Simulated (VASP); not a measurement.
# Si2N in VASP: single point with PBE

Aim: the single point of Si2N with PBE.

Everything below comes from runs of VASP 6.6.1. Logs are shortened: lines on timing, memory, paths and dates and some standing lists are left out, and cuts for length are marked.

## Step 1: The cell of the first run

The typed cell holds 6 atoms: a = 2.824 Å, b = 4.039 Å, c = 8.582 Å, α = 90.00°, β = 70.82°, γ = 90.00°.

## Step 2: Single point, PBE

Input file INCAR:

```
SYSTEM = Si2N
PREC = Accurate
ENCUT = 520
EDIFF = 1E-7
ISMEAR = 0
SIGMA = 0.1
LREAL = .FALSE.
LASPH = .TRUE.
NELM = 60
ALGO = Normal
ISIF = 2
LWAVE = .FALSE.
LCHARG = .TRUE.
GGA = PE
LELF = .TRUE.
LVHAR = .TRUE.
NBANDS = 22
```

Input file KPOINTS:

```
regular mesh
0
G
  10 4 4
  0 0 0
```

Input file POSCAR:

```
Si2N
1.0
   -0.0025140155      0.5103368605      2.7779313439
    4.0386478571      0.0014763465      0.0033014380
   -0.0046813734      8.4818739916      1.3079299513
Si N
4 2
Direct
    0.1038953190      0.4999982587      0.3126842417
    0.1038990261      0.0000141067      0.8126855251
    0.2594304458      0.4999875083      0.6574158259
    0.2593981391      1.0000049532      0.1574174131
    0.8866726809      0.0000288486      0.0298989728
    0.8867043891      0.4999663246      0.5298980214
```

Potentials or basis: VASP PAW PBE potentials, release 64 (Si, N).

Run with:

```sh
$ cat potpaw_PBE.64/Si/POTCAR potpaw_PBE.64/N/POTCAR > POTCAR
$ mpirun -np 1 vasp_std > vasp.out
```

OUTCAR:

```text
SYSTEM = Si2N
   PREC = Accurate
   ENCUT = 520
   EDIFF = 1E-7
   ISMEAR = 0
   LREAL = .FALSE.
   LASPH = .TRUE.
   NELM = 60
   ISIF = 2
   GGA = PE

 ion  position               nearest neighbor table
   1  0.104  0.500  0.313-   6 1.76   4 2.38   4 2.38   3 3.13   3 3.13
   2  0.104  0.000  0.813-   5 1.76   3 2.38   3 2.38   4 3.13   4 3.13
   3  0.259  0.500  0.657-   6 1.75   6 1.75   2 2.38   2 2.38   1 3.13   1 3.13
   4  0.259  0.000  0.157-   5 1.75   5 1.75   1 2.38   1 2.38   2 3.13   2 3.13
   5  0.887  0.000  0.030-   4 1.75   4 1.75   2 1.76
   6  0.887  0.500  0.530-   3 1.75   3 1.75   1 1.76

  LATTYP: Found a triclinic cell.
 ALAT       =     8.5821261400
 B/A-ratio  =     0.3291050150
 C/A-ratio  =     0.4705884545
 COS(alpha) =     0.0000200425
 COS(beta)  =     0.0000596126
 COS(gamma) =     0.3284701735

  Lattice vectors:

 A1 = (   0.0046813734,  -8.4818739916,  -1.3079299513)
 A2 = (   0.0025140155,  -0.5103368605,  -2.7779313439)
 A3 = (   4.0386478571,   0.0014763465,   0.0033014380)

Analysis of symmetry for initial positions (statically):
=====================================================================
 Subroutine PRICEL returns:
 Original cell was already a primitive cell.

 Routine SETGRP: Setting up the symmetry group for a
 triclinic supercell.

 Subroutine GETGRP returns: Found  1 space group operations
 (whereof  1 operations were pure point group operations)
 out of a pool of  2 trial point group operations.

The static configuration has the point symmetry C_1 .

Analysis of symmetry for dynamics (positions and initial velocities):
=====================================================================
 Subroutine PRICEL returns:
 Original cell was already a primitive cell.

 Routine SETGRP: Setting up the symmetry group for a
 triclinic supercell.

 Subroutine GETGRP returns: Found  1 space group operations
 (whereof  1 operations were pure point group operations)
 out of a pool of  2 trial point group operations.

The dynamic configuration has the point symmetry C_1 .

 Subroutine INISYM returns: Found  1 space group operations
 (whereof  1 operations are pure point group operations),
 and found     1 'primitive' translations

----------------------------------------------------------------------------------------

                                     Primitive cell

  volume of cell :      92.4632

  direct lattice vectors                    reciprocal lattice vectors
    -0.002514015  0.510336861  2.777931344    -0.000281965 -0.057128489  0.370474982
     4.038647857  0.001476347  0.003301438     0.247607418  0.000105084  0.000204779
    -0.004681373  8.481873992  1.307929951    -0.000026133  0.121335759 -0.022290751

  length of vectors
     2.824420752  4.038649476  8.582126140     0.374853913  0.247607525  0.123366303

  position of ions in fractional coordinates (direct lattice)
     0.103895319  0.499998259  0.312684242
     0.103899026  0.000014107  0.812685525
     0.259430446  0.499987508  0.657415826
     0.259398139  0.000004953  0.157417413
     0.886672681  0.000028849  0.029898973
     0.886704389  0.499966325  0.529898021

  ion indices of the primitive-cell ions
   primitive index   ion index
                 1           1
                 2           2
                 3           3
                 4           4
                 5           5
                 6           6

----------------------------------------------------------------------------------------

 KPOINTS: regular mesh

Automatic generation of k-mesh.
 Grid dimensions read from file:
 generate k-points for:   10    4    4

 Generating k-lattice:

  Cartesian coordinates                     Fractional coordinates (reciprocal lattice)
    -0.000028197 -0.005712849  0.037047498     0.100000000  0.000000000  0.000000000
     0.061901855  0.000026271  0.000051195    -0.000000000  0.250000000 -0.000000000
    -0.000006533  0.030333940 -0.005572688    -0.000000000 -0.000000000  0.250000000

  Length of vectors
     0.037485391  0.061901881  0.030841576

  Shift w.r.t. Gamma in fractional coordinates (k-lattice)
     0.000000000  0.000000000  0.000000000

 Subroutine IBZKPT returns following result:
 ===========================================

 Found     84 irreducible k-points:

 Following reciprocal coordinates:
            Coordinates               Weight
  0.000000  0.000000  0.000000      1.000000
  0.100000  0.000000  0.000000      2.000000
  0.200000  0.000000  0.000000      2.000000
  0.300000  0.000000  0.000000      2.000000
  0.400000  0.000000  0.000000      2.000000
  0.500000  0.000000  0.000000      1.000000
[... 16 lines left out ...]
  0.000000  0.000000  0.250000      2.000000
  0.100000  0.000000  0.250000      2.000000
 [... further k-points ...]
   k-points           NKPTS =     84   k-points in BZ     NKDIM =     84   number of bands    NBANDS=     22
   number of dos      NEDOS =    301   number of ions     NIONS =      6
   total plane-waves  NPLWV =  46080
   dimension x,y,z NGX =    24 NGY =   30 NGZ =   64
   dimension x,y,z NGXF=    48 NGYF=   60 NGZF=  128
   ions per type =               4   2
   NGX,Y,Z   is equivalent  to a cutoff of  14.13, 12.35, 12.40 a.u.
   NGXF,Y,Z  is equivalent  to a cutoff of  28.25, 24.70, 24.80 a.u.
 SYSTEM =  Si2N
   PREC   = accura    normal or accurate (medium, high low for compatibility)
   ISTART =      0    job   : 0-new  1-cont  2-samecut
   ICHARG =      2    charge: 1-file 2-atom 10-const
   ISPIN  =      1    spin polarized calculation?
   LNONCOLLINEAR =      F non collinear calculations
   LSORBIT =      F    spin-orbit coupling
   LASPH  =      T    aspherical Exc in radial PAW
   ENCUT  =  520.0 eV  38.22 Ry    6.18 a.u.   5.25  7.51 15.96*2*pi/ulx,y,z
   NELM   =     60;   NELMIN=  2; NELMDL= -5     # of ELM steps
   EDIFF  = 0.1E-06   stopping-criterion for ELM
   LREAL  =      F    real-space projection
   EDIFFG = 0.1E-05   stopping-criterion for IOM
   NSW    =      0    number of steps for IOM
   IBRION =     -1    ionic relax: 0-MD 1-quasi-New 2-CG
   NFREE  =      0    steps in history (QN), initial steepest desc. (CG)
   ISIF   =      2    stress and relaxation
   ISYM   =      2    0-nonsym 1-usesym 2-fastsym
   POTIM  = 0.5000    time-step for ionic-motion
   TEBEG  =    0.0;   TEEND  =   0.0 temperature during run
   PSTRESS=    0.0 pullay stress
   NELECT =      26.0000    total number of electrons
   NUPDOWN=      -1.0000    fix difference up-down
   EMIN   =  10.00;   EMAX   =-10.00  energy-range for DOS
   EFERMI =   0.00;   METHOD = LEGACY
   ISMEAR =     0;   SIGMA  =   0.10  broadening in eV -4-tet -1-fermi 0-gaus
   EFERMI_NEDOS =   21; number of points for ismear=-14 and -15
   IALGO  =     38    algorithm
   IMIX   =      4    mixing-type and parameters
     AMIX     =   0.40;   BMIX     =  1.00
     AMIX_MAG =   1.60;   BMIX_MAG =  1.00
  volume/ion in A,a.u.               =      15.41       104.00
  Fermi-wavevector in a.u.,A,eV,Ry     =   1.072530  2.026789 15.651074  1.150321
  Thomas-Fermi vector in A             =   2.208303
   LORBIT       =      0    0 simple, 1 ext, 2 COOP (PROOUT), +10 PAW based schemes
   GGA     = PE    functional components
   LHFCALC =     F    Hartree Fock is set to
   AEXX    =    0.0000 exact exchange contribution
   IVDW    =     0    specifies the selected vdW correction
   LEPSILON=     F    determine dielectric tensor
   LRPA    =     F    only Hartree local field effects (RPA)
 non-spin polarized calculation
 Gauss-broadening in eV      SIGMA  =   0.10
  energy-cutoff  :      520.00
  volume of cell :       92.46
 maximum number of plane-waves:      2510
 NGX is ok and might be reduce to    24
   NGX = 11   NGY = 15   NGZ = 31

 number of electron      26.0000003 magnetization

 Free energy of the ion-electron system (eV)
  ---------------------------------------------------
  ext. energy  EPLUGINS =         0.00000000
  ---------------------------------------------------
  free energy    TOTEN  =       -39.98324676 eV

  energy without entropy =      -39.97740620  energy(sigma->0) =      -39.98032648

 E-fermi :   6.2132     XC(G=0):  -9.6632

 val. band max:        6.2037380785   @ k =   0.3000  -0.0000   0.5000
 cond. band min:       6.2710957320   @ k =   0.3000   0.2500   0.2500
 fundamental gap:      0.0673576534
 Fermi energy:         6.2131521365

 k-point     1 :       0.0000    0.0000    0.0000
  band No.  band energies     occupation
      1     -11.4666      2.00000
      2     -11.1757      2.00000
      3      -5.4601      2.00000
      4      -2.6237      2.00000
      5      -2.3288      2.00000
      6       0.7316      2.00000
[... 14 lines left out ...]
     21      12.8807      0.00000
     22      13.1095      0.00000

 k-point     2 :       0.1000    0.0000    0.0000
  band No.  band energies     occupation
      1     -11.3467      2.00000
      2     -11.0779      2.00000
      3      -5.2748      2.00000
      4      -2.8879      2.00000
      5      -1.8532      2.00000
      6       0.8807      2.00000
[... 14 lines left out ...]
     21      13.3381      0.00000
     22      13.5819      0.00000

 k-point     3 :       0.2000    0.0000    0.0000
  band No.  band energies     occupation
      1     -11.0065      2.00000
      2     -10.7991      2.00000
      3      -4.7442      2.00000
      4      -3.0429      2.00000
      5      -1.2648      2.00000
      6      -0.1595      2.00000
[... 14 lines left out ...]
     21      12.9289      0.00000
     22      13.3742      0.00000
[... 476 lines left out ...]
 k-point    23 :       0.0000    0.0000    0.2500
  band No.  band energies     occupation
      1     -11.4278      2.00000
      2     -11.2226      2.00000
      3      -5.2374      2.00000
      4      -3.6648      2.00000
      5      -1.1391      2.00000
      6       0.8287      2.00000
[... 14 lines left out ...]
     21      12.6126      0.00000
     22      13.2928      0.00000

 k-point    24 :       0.1000    0.0000    0.2500
  band No.  band energies     occupation
      1     -11.3389      2.00000
      2     -11.0873      2.00000
      3      -5.2304      2.00000
      4      -3.1136      2.00000
      5      -1.6003      2.00000
      6       0.9002      2.00000
[... 14 lines left out ...]
     21      13.2795      0.00000
     22      13.6085      0.00000

 [... further k-points ...]
[... 5 lines left out ...]
  --------------------------------------------------------------------------------------
  -------------------------------------------------------------------------------------
  Total       -0.1212577     -0.0731851     -0.0274649      0.0020540      0.0452001     -0.0003083
  in kB       -2.1011198     -1.2681308     -0.4759050      0.0355908      0.7832147     -0.0053429
  external PRESSURE =      -1.2817185 kB  Pullay stress =       0.0000000 kB

 VOLUME and BASIS-vectors are now :
 -----------------------------------------------------------------------------
  energy-cutoff  :      520.00
  volume of cell :       92.46
      direct lattice vectors                 reciprocal lattice vectors
    -0.002514015  0.510336861  2.777931344    -0.000281965 -0.057128489  0.370474982
     4.038647857  0.001476347  0.003301438     0.247607418  0.000105084  0.000204779
    -0.004681373  8.481873992  1.307929951    -0.000026133  0.121335759 -0.022290751

 POSITION                                       TOTAL-FORCE (eV/Angst)
 -----------------------------------------------------------------------------------
      2.01759      2.70591      0.69923         0.000585      0.012132     -0.002218
     -0.00401      6.94612      1.35156        -0.000444      0.011975     -0.002323
      2.01554      5.70925      1.58218         0.000387     -0.012099      0.003258
     -0.00137      1.46758      0.92648        -0.000251     -0.012264      0.003407
     -0.00225      0.70610      2.50222        -0.000507      0.000179     -0.000925
      2.01448      4.94778      3.15792         0.000230      0.000077     -0.001199
 -----------------------------------------------------------------------------------
    total drift:                                0.000000      0.000665     -0.000185

  FREE ENERGIE OF THE ION-ELECTRON SYSTEM (eV)
  ---------------------------------------------------
  free  energy   TOTEN  =       -39.9832467572 eV

  energy  without entropy=      -39.9774062014  energy(sigma->0) =      -39.98032648
```

Run time: 75 s. Hardware: 1 thread of Intel Xeon 6975P-C (Granite Rapids), shared host; peak memory 0.27 GiB.

What came out:

```
Free energy            : -39.9832 eV
Pressure               : -0.1 GPa
Largest force          : 0.013 eV/Å
Band gap on the k mesh : zero (band 13 reaches 9.30 eV, above the bottom of band 14 at 4.13 eV)
```

Forces in eV/Å, atoms in the order of the input:
```
Si   0.001  0.012 -0.002
Si   0.000  0.012 -0.002
Si   0.000 -0.012  0.003
Si   0.000 -0.012  0.003
N   -0.001  0.000 -0.001
N    0.000  0.000 -0.001
```

Levels at points of the mesh, in eV from the Fermi level:
| k point | band 9 | band 10 | band 11 | band 12 | band 13 | band 14 | band 15 | band 16 | band 17 | band 18 |
| --- | --- | --- | --- | --- | --- | --- | --- | --- | --- | --- |
| (0.00, 0.00, 0.00) | -4.21 | -4.14 | -2.46 | -0.47 | 0.10 | 0.35 | 0.44 | 3.04 | 5.02 | 5.23 |
| (0.50, 0.00, 0.00) | -3.08 | -3.08 | -2.31 | -2.30 | -0.77 | -0.77 | 2.96 | 2.96 | 3.16 | 3.18 |
| (0.00, 0.50, 0.00) | -4.14 | -4.14 | -3.78 | -3.78 | 3.09 | 3.09 | 4.07 | 4.07 | 5.88 | 5.88 |
| (0.50, 0.50, 0.00) | -4.50 | -4.50 | -2.95 | -2.95 | -1.92 | -1.92 | 0.75 | 0.75 | 4.61 | 4.61 |
| (0.00, 0.00, 0.50) | -4.17 | -4.17 | -1.21 | -1.21 | -0.17 | -0.17 | 1.93 | 1.93 | 5.91 | 5.91 |
| (0.50, 0.00, 0.50) | -3.09 | -3.09 | -2.91 | -2.91 | -0.75 | -0.75 | 2.91 | 2.91 | 4.58 | 4.58 |
| (0.00, 0.50, 0.50) | -4.14 | -4.14 | -2.46 | -2.46 | 2.21 | 2.22 | 4.42 | 4.42 | 5.94 | 5.94 |
| (0.50, 0.50, 0.50) | -4.51 | -4.51 | -3.83 | -3.83 | -1.18 | -1.18 | 1.24 | 1.24 | 3.51 | 3.51 |

Caveat: the k points lie up to 0.39 Å⁻¹ apart.
